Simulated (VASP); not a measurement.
# BN in VASP: single point with PBEsol

Aim: the single point of BN with PBEsol.

Program: VASP 6.6.1. These are calculated values, not measurements. Logs are shortened: lines on timing, memory, paths and dates and some standing lists are left out, and cuts for length are marked.

### 1 The cell of the first run

The cell holds a wire or tube with vacuum around it, 20 atoms: a = 13.400 Å, b = 11.800 Å, c = 6.335 Å, α = 90.00°, β = 90.00°, γ = 90.00°.

### 2 Single point, PBEsol, collinear spin, ferromagnetic start

Contents of INCAR:

```
PREC     = Accurate       # precision mode
ENCUT    = 520            # plane-wave cutoff, eV
EDIFF    = 1E-6           # SCF threshold, eV
ISMEAR   = 0              # smearing method
SIGMA    = 0.05           # smearing width, eV
LREAL    = Auto         
LASPH    = True           # aspherical terms in the spheres
NELM     = 150            # most SCF steps
ALGO     = Normal         # electronic algorithm
ISIF     = 2              # what is computed and relaxed
LWAVE    = False          # write WAVECAR
LCHARG   = False          # write CHGCAR
ISPIN    = 2              # spin polarisation
MAGMOM   = 0.3 0.3 0.3 0.3 0.3 0.3 0.3 0.3 0.3 0.3 0.3 0.3 0.3 0.3 0.3 0.3 0.3 0.3 0.3 0.3 # initial moments
LORBIT   = 11             # projections on sites
GGA      = PS             # functional
NBANDS   = 60             # bands
```

Contents of KPOINTS:

```
Automatic mesh
0
Gamma
  1 1 6
```

Contents of POSCAR:

```
BN
1.0
   13.4000000000      0.0000000000      0.0000000000
    0.0000000000     11.8000000000      0.0000000000
    0.0000000000      0.0000000000      6.3346719972
B N
10 10
Direct
    0.6440239384      0.5000000000      0.0261377944
    0.3519701338      0.5000000000      0.7379261005
    0.3996932939      0.5000000000      0.3555223228
    0.6231022514      0.5000000000      0.6418560565
    0.4278081462      0.3966030504      1.0308745353
    0.5452081676      0.4077027917      0.3329224039
    0.5223027975      0.6551166877      0.7120861668
    0.4278081462      0.6033969496      1.0308745353
    0.5452081676      0.5922972083      0.3329224039
    0.5223027975      0.3448833123      0.7120861668
    0.6071112641      0.5000000000      0.2256496896
    0.3734813704      0.5000000000      0.9519237447
    0.3422847656      0.5000000000      0.5363699991
    0.6735265489      0.5000000000      0.8313608158
    0.4442675581      0.3926890661      0.2569380989
    0.5787680855      0.3921090335      0.5478322496
    0.4740484618      0.6772133827      0.8826399507
    0.4442675581      0.6073109339      0.2569380989
    0.5787680855      0.6078909665      0.5478322496
    0.4740484618      0.3227866173      0.8826399507
```

Potentials or basis: VASP PAW PBE potentials, release 64 (B, N).

Command:

```console
cat potpaw_PBE.64/B/POTCAR potpaw_PBE.64/N/POTCAR > POTCAR
mpirun -np 1 vasp_std > vasp.out
```

OUTCAR:

```text
PREC = Accurate
   ENCUT = 520
   EDIFF = 1E-6
   ISMEAR = 0
   LREAL = Auto
   LASPH = True
   NELM = 150
   ISIF = 2
   ISPIN = 2
   LORBIT = 11
   GGA = PS

 ion  position               nearest neighbor table
   1  0.644  0.500  0.026-  14 1.30  11 1.36
   2  0.352  0.500  0.738-  13 1.28  12 1.39
   3  0.400  0.500  0.356-  13 1.38  15 1.53  18 1.53
   4  0.623  0.500  0.642-  14 1.38  16 1.53  19 1.53
   5  0.428  0.397  0.031-  20 1.42  15 1.45  12 1.51
   6  0.545  0.408  0.333-  16 1.45  15 1.45  11 1.53
   7  0.522  0.655  0.712-  17 1.29  19 1.40
   8  0.428  0.603  0.031-  17 1.42  18 1.45  12 1.51
   9  0.545  0.592  0.333-  19 1.45  18 1.45  11 1.53
  10  0.522  0.345  0.712-  20 1.29  16 1.40
  11  0.607  0.500  0.226-   1 1.36   6 1.53   9 1.53
  12  0.373  0.500  0.952-   2 1.39   5 1.51   8 1.51
  13  0.342  0.500  0.536-   2 1.28   3 1.38
  14  0.674  0.500  0.831-   1 1.30   4 1.38
  15  0.444  0.393  0.257-   6 1.45   5 1.45   3 1.53
  16  0.579  0.392  0.548-  10 1.40   6 1.45   4 1.53
  17  0.474  0.677  0.883-   7 1.29   8 1.42
  18  0.444  0.607  0.257-   9 1.45   8 1.45   3 1.53
  19  0.579  0.608  0.548-   7 1.40   9 1.45   4 1.53
  20  0.474  0.323  0.883-  10 1.29   5 1.42

  LATTYP: Found a simple orthorhombic cell.
 ALAT       =     6.3346719972
 B/A-ratio  =     1.8627641660
 C/A-ratio  =     2.1153423580

  Lattice vectors:

 A1 = (   0.0000000000,   0.0000000000,  -6.3346719972)
 A2 = (   0.0000000000,  11.8000000000,   0.0000000000)
 A3 = (  13.4000000000,   0.0000000000,   0.0000000000)

Analysis of symmetry for initial positions (statically):
=====================================================================
 Subroutine PRICEL returns:
 Original cell was already a primitive cell.

 Routine SETGRP: Setting up the symmetry group for a
 simple orthorhombic supercell.

 Subroutine GETGRP returns: Found  2 space group operations
 (whereof  2 operations were pure point group operations)
 out of a pool of  8 trial point group operations.

The static configuration has the point symmetry C_1h.

Analysis of symmetry for dynamics (positions and initial velocities):
=====================================================================
 Subroutine PRICEL returns:
 Original cell was already a primitive cell.

 Routine SETGRP: Setting up the symmetry group for a
 simple orthorhombic supercell.

 Subroutine GETGRP returns: Found  2 space group operations
 (whereof  2 operations were pure point group operations)
 out of a pool of  8 trial point group operations.

The dynamic configuration has the point symmetry C_1h.

Analysis of structural, dynamic, and magnetic symmetry:
=====================================================================
 Subroutine PRICEL returns:
 Original cell was already a primitive cell.

 Routine SETGRP: Setting up the symmetry group for a
 simple orthorhombic supercell.

 Subroutine GETGRP returns: Found  2 space group operations
 (whereof  2 operations were pure point group operations)
 out of a pool of  8 trial point group operations.

The overall configuration has the point symmetry C_1h.

 Subroutine INISYM returns: Found  2 space group operations
 (whereof  2 operations are pure point group operations),
 and found     1 'primitive' translations

----------------------------------------------------------------------------------------

                                     Primitive cell

  volume of cell :    1001.6383

  direct lattice vectors                    reciprocal lattice vectors
    13.400000000  0.000000000  0.000000000     0.074626866  0.000000000  0.000000000
     0.000000000 11.800000000  0.000000000     0.000000000  0.084745763  0.000000000
     0.000000000  0.000000000  6.334671997     0.000000000  0.000000000  0.157861370

  length of vectors
    13.400000000 11.800000000  6.334671997     0.074626866  0.084745763  0.157861370

[... 78 lines left out ...]
   number of dos      NEDOS =    301   number of ions     NIONS =     20
   total plane-waves  NPLWV = 432000
   dimension x,y,z NGX =   100 NGY =   90 NGZ =   48
   dimension x,y,z NGXF=   200 NGYF=  180 NGZF=   96
   ions per type =              10  10
   NGX,Y,Z   is equivalent  to a cutoff of  12.41, 12.68, 12.60 a.u.
   NGXF,Y,Z  is equivalent  to a cutoff of  24.81, 25.36, 25.19 a.u.
 SYSTEM =  unknown system
   PREC   = accura    normal or accurate (medium, high low for compatibility)
   ISTART =      0    job   : 0-new  1-cont  2-samecut
   ICHARG =      2    charge: 1-file 2-atom 10-const
   ISPIN  =      2    spin polarized calculation?
   LNONCOLLINEAR =      F non collinear calculations
   LSORBIT =      F    spin-orbit coupling
   LASPH  =      T    aspherical Exc in radial PAW
   ENCUT  =  520.0 eV  38.22 Ry    6.18 a.u.  24.92 21.94 11.78*2*pi/ulx,y,z
   NELM   =    150;   NELMIN=  2; NELMDL= -5     # of ELM steps
   EDIFF  = 0.1E-05   stopping-criterion for ELM
   LREAL  =      T    real-space projection
   EDIFFG = 0.1E-04   stopping-criterion for IOM
   NSW    =      0    number of steps for IOM
   IBRION =     -1    ionic relax: 0-MD 1-quasi-New 2-CG
   NFREE  =      0    steps in history (QN), initial steepest desc. (CG)
   ISIF   =      2    stress and relaxation
   ISYM   =      2    0-nonsym 1-usesym 2-fastsym
   POTIM  = 0.5000    time-step for ionic-motion
   TEBEG  =    0.0;   TEEND  =   0.0 temperature during run
   PSTRESS=    0.0 pullay stress
   NELECT =      80.0000    total number of electrons
   NUPDOWN=      -1.0000    fix difference up-down
   EMIN   =  10.00;   EMAX   =-10.00  energy-range for DOS
   EFERMI =   0.00;   METHOD = LEGACY
   ISMEAR =     0;   SIGMA  =   0.05  broadening in eV -4-tet -1-fermi 0-gaus
   EFERMI_NEDOS =   21; number of points for ismear=-14 and -15
   IALGO  =     38    algorithm
   IMIX   =      4    mixing-type and parameters
     AMIX     =   0.40;   BMIX     =  1.00
     AMIX_MAG =   1.60;   BMIX_MAG =  1.00
  volume/ion in A,a.u.               =      50.08       337.97
  Fermi-wavevector in a.u.,A,eV,Ry     =   0.705020  1.332294  6.762811  0.497053
  Thomas-Fermi vector in A             =   1.790418
   LORBIT       =     11    0 simple, 1 ext, 2 COOP (PROOUT), +10 PAW based schemes
   GGA     = PS    functional components
   LHFCALC =     F    Hartree Fock is set to
   AEXX    =    0.0000 exact exchange contribution
   IVDW    =     0    specifies the selected vdW correction
   LEPSILON=     F    determine dielectric tensor
   LRPA    =     F    only Hartree local field effects (RPA)
 spin polarized calculation
 Gauss-broadening in eV      SIGMA  =   0.05
  energy-cutoff  :      520.00
  volume of cell :     1001.64
 maximum number of plane-waves:     27001
 NGX is ok and might be reduce to    98
   NGX = 49   NGY = 43   NGZ = 23

 number of electron      80.0000003 magnetization       0.0005614

 number of electron      80.0000003 magnetization      -0.0000501

 Free energy of the ion-electron system (eV)
  ---------------------------------------------------
  ext. energy  EPLUGINS =         0.00000000
  ---------------------------------------------------
  free energy    TOTEN  =      -165.95492492 eV

  energy without entropy =     -165.95492492  energy(sigma->0) =     -165.95492492

 E-fermi :  -4.7420     XC(G=0):  -2.6434

 val. band max:       -4.9931387991   @ k =   0.0000   0.0000   0.0000
 cond. band min:      -2.6248914173   @ k =   0.0000   0.0000   0.5000
 fundamental gap:      2.3682473818
 Fermi energy:        -4.7419882774

 spin component 1

 k-point     1 :       0.0000    0.0000    0.0000
  band No.  band energies     occupation
      1     -22.9900      1.00000
      2     -21.7432      1.00000
      3     -21.0373      1.00000
      4     -20.9496      1.00000
      5     -20.2286      1.00000
      6     -19.9488      1.00000
[... 209 lines left out ...]
     51       1.2045      0.00000
     52       1.2726      0.00000
 Fermi energy:        -4.7419882774

 spin component 2

 k-point     1 :       0.0000    0.0000    0.0000
  band No.  band energies     occupation
      1     -22.9900      1.00000
      2     -21.7432      1.00000
      3     -21.0373      1.00000
      4     -20.9496      1.00000
      5     -20.2286      1.00000
      6     -19.9488      1.00000
[... 209 lines left out ...]
     51       1.2038      0.00000
     52       1.2724      0.00000
 [bands above 52 left out]

------------------------ aborting loop because EDIFF is reached ----------------------------------------

  FORCE on cell =-STRESS in cart. coord.  units (eV):
  Direction    XX          YY          ZZ          XY          YZ          ZX
  --------------------------------------------------------------------------------------
  -------------------------------------------------------------------------------------
  Total        0.0649005      0.1144518      0.3693266      0.0000000      0.0000000      0.0213272
  in kB        0.1038120      0.1830721      0.5907589      0.0000000      0.0000000      0.0341141
  external PRESSURE =       0.2925477 kB  Pullay stress =       0.0000000 kB

 VOLUME and BASIS-vectors are now :
 -----------------------------------------------------------------------------
  energy-cutoff  :      520.00
  volume of cell :     1001.64
      direct lattice vectors                 reciprocal lattice vectors
    13.400000000  0.000000000  0.000000000     0.074626866  0.000000000  0.000000000
     0.000000000 11.800000000  0.000000000     0.000000000  0.084745763  0.000000000
     0.000000000  0.000000000  6.334671997     0.000000000  0.000000000  0.157861370

 POSITION                                       TOTAL-FORCE (eV/Angst)
 -----------------------------------------------------------------------------------
      8.62992      5.90000      0.16557         0.021950      0.000000      0.011485
      4.71640      5.90000      4.67452        -0.019340      0.000000     -0.001703
      5.35589      5.90000      2.25212        -0.035164      0.000000      0.020134
      8.34957      5.90000      4.06595         0.033067      0.000000     -0.025747
      5.73263      4.67992      0.19558        -0.017940     -0.028954      0.011050
      7.30579      4.81089      2.10895         0.022179     -0.022627      0.020680
[... 12 lines left out ...]
      7.75549      7.17311      3.47034        -0.009609      0.020827     -0.000125
      6.35225      3.80888      5.59123         0.005581      0.002382     -0.012572
 -----------------------------------------------------------------------------------
    total drift:                                0.007959     -0.000000     -0.003693

  FREE ENERGIE OF THE ION-ELECTRON SYSTEM (eV)
  ---------------------------------------------------
  free  energy   TOTEN  =      -165.9549249183 eV

  energy  without entropy=     -165.9549249183  energy(sigma->0) =     -165.95492492

 total charge

# of ion       s       p       d       tot
------------------------------------------
    1        0.802   1.418   0.000   2.220
    2        0.809   1.404   0.000   2.212
    3        0.720   1.309   0.000   2.029
    4        0.718   1.320   0.000   2.038
    5        0.722   1.354   0.000   2.076
    6        0.722   1.319   0.000   2.041
[... 12 lines left out ...]
   19        1.222   2.753   0.000   3.975
   20        1.244   2.693   0.000   3.937
--------------------------------------------------
tot         19.845  40.893   0.000  60.737

 magnetization (x)

# of ion       s       p       d       tot
------------------------------------------
    1       -0.000   0.000   0.000   0.000
    2       -0.000   0.000   0.000   0.000
    3       -0.000  -0.000   0.000  -0.000
    4       -0.000   0.000   0.000   0.000
    5       -0.000   0.000   0.000   0.000
    6       -0.000  -0.000   0.000  -0.000
[... 12 lines left out ...]
   19        0.000   0.000   0.000   0.000
   20        0.000   0.000   0.000   0.000
--------------------------------------------------
tot          0.000   0.000   0.000   0.000
```

Run time: 16 min. Hardware: 1 thread of Intel Xeon Platinum 8488C (Sapphire Rapids), shared host; peak memory 1.3 GiB.

What came out:

| Item | Value |
| --- | --- |
| Free energy | -165.9549 eV |
| Largest force | 0.055 eV/Å |
| Band gap on the k mesh | 2.37 eV (least direct gap 2.42 eV) |
| Net moment | 0.00 μB per cell |
| Valence electrons inside the program's atomic spheres | B 2.22, 2.21, 2.03, 2.04, 2.08, 2.19 (each value once); N 3.98, 3.97, 3.96, 3.94 (each value once) |

Forces on the atoms (eV/Å):
```
B    0.022  0.000  0.011
B   -0.019  0.000 -0.002
B   -0.035  0.000  0.020
B    0.033  0.000 -0.026
B   -0.018 -0.029  0.011
B    0.022 -0.023  0.021
B    0.000  0.029 -0.001
B   -0.018  0.029  0.011
B    0.022  0.023  0.021
B    0.000 -0.029 -0.001
N    0.016  0.000 -0.053
N   -0.019  0.000 -0.031
N    0.008  0.000  0.014
N    0.000  0.000  0.039
N   -0.003 -0.010 -0.005
N   -0.010 -0.021  0.000
N    0.006 -0.002 -0.013
N   -0.003  0.010 -0.005
N   -0.010  0.021  0.000
N    0.006  0.002 -0.013
```

Caveat: the PAW data sets were made with another functional, which shifts forces and pressure a little.
